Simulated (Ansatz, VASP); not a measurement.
One calculation of AlNi3, two programs

```
Al Ni
1.0
     0.00000    2.80189    2.80189
     2.80189    0.00000    2.80189
     2.80189    2.80189    0.00000
Al Ni
1 3
Cartesian
  2.8019 2.8019 2.8019
  1.4009 1.4009 1.4009
  0.0000 0.0000 0.0000
  4.2028 4.2028 4.2028
```

Alike in both runs: task single point; functional PBEsol; k mesh 4 × 4 × 4; occupations gaussian, width 0.1 eV; no spin polarisation.

|  | VASP | Ansatz |
| --- | --- | --- |
| version | VASP 6.6.1 | Ansatz 0.2.0 |
| potentials or method | VASP PAW PBE potentials, release 64 (Al, Ni), cutoff 520 eV | scalar-relativistic, plane waves, PAW |
| valence electrons in the cell | 33 | 57 |

```tsv
	VASP	Ansatz	Ansatz less VASP
gap on the k mesh at the Fermi level (eV)	none	none	-
pressure (GPa)	-0.6	-0.8	-0.16
```

VASP's potentials were made for PBE, not for PBEsol. A gap of «none» marks a metal or a gap that the smearing closes. The functional is the same, so the differences come from potentials, cutoffs and numerics. VASP's potentials hold 33 valence electrons a cell and Ansatz's 57, so a difference there can come from the potentials and not from the codes.

The k mesh is coarse, so the values compare programs but aren't converged.
